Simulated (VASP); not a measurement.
Write the native input for VASP 6.6.1 that does the following.

| Quantity | Value |
| --- | --- |
| Task | single point |
| Functional | r2SCAN |
| Potentials or basis | VASP PAW PBE potentials, release 64 (C) |
| Cutoff | 520 eV |
| k mesh | 9 × 9 × 4 |
| Occupations | gaussian, width 0.1 eV |
| Spin | no spin polarisation |
| Dipole correction | no |
| Further INCAR settings | ALGO = Normal; EDIFF = 1e-07; NBANDS = 11 |

The system is C.

```
C
1.0
     2.11432    0.00000    0.00000
    -1.05716    1.83106    0.00000
     0.00000    0.00000    3.59384
C
2
Direct
  0.33333 0.66667 0.25000
  0.66667 0.33333 0.75000
```

These files were run (other wordings do the same):

POSCAR

```
C
1.0
    2.1143216963      0.0000000000      0.0000000000
   -1.0571608481      1.8310563008      0.0000000000
    0.0000000000      0.0000000000      3.5938354714
C
2
Direct
    0.3333333333      0.6666666667      0.2500000000
    0.6666666667      0.3333333333      0.7500000000
```

INCAR.step1

```
PREC = Accurate
ENCUT = 520
ISMEAR = 0
SIGMA = 0.1
LREAL = False
LASPH = True
NELM = 100
NBANDS = 11
GGA = PE
ALGO = Normal
EDIFF = 1E-4
LWAVE = True
LCHARG = False
```

INCAR.step2

```
PREC = Accurate
ENCUT = 520
EDIFF = 1E-7
ISMEAR = 0
SIGMA = 0.1
LREAL = False
LASPH = True
NELM = 100
ALGO = Normal
ISIF = 2
LWAVE = False
LCHARG = False
METAGGA = R2SCAN
LMIXTAU = True
NBANDS = 11
ISTART = 1
```

KPOINTS

```
Automatic mesh
0
Gamma
  9 9 4
```

Potentials or basis: VASP PAW PBE potentials, release 64 (C).

Launch:

```bash
$ cat potpaw_PBE.64/C/POTCAR > POTCAR
$ cp INCAR.step1 INCAR
$ mpirun -np 1 vasp_std > vasp.out
$ cp INCAR.step2 INCAR
$ mpirun -np 1 vasp_std > vasp.out
```

It gave:

* Pressure: 0.1 GPa
* Band gap on the k mesh: zero (band 4 reaches 15.95 eV, above the bottom of band 5 at 4.07 eV)

Caveat: the k points lie up to 0.44 Å⁻¹ apart; the PAW data sets were made with another functional, which shifts forces and pressure a little.

It took 35 s on 1 thread of AMD EPYC 7R13 (shared host), peak memory 0.09 GiB.
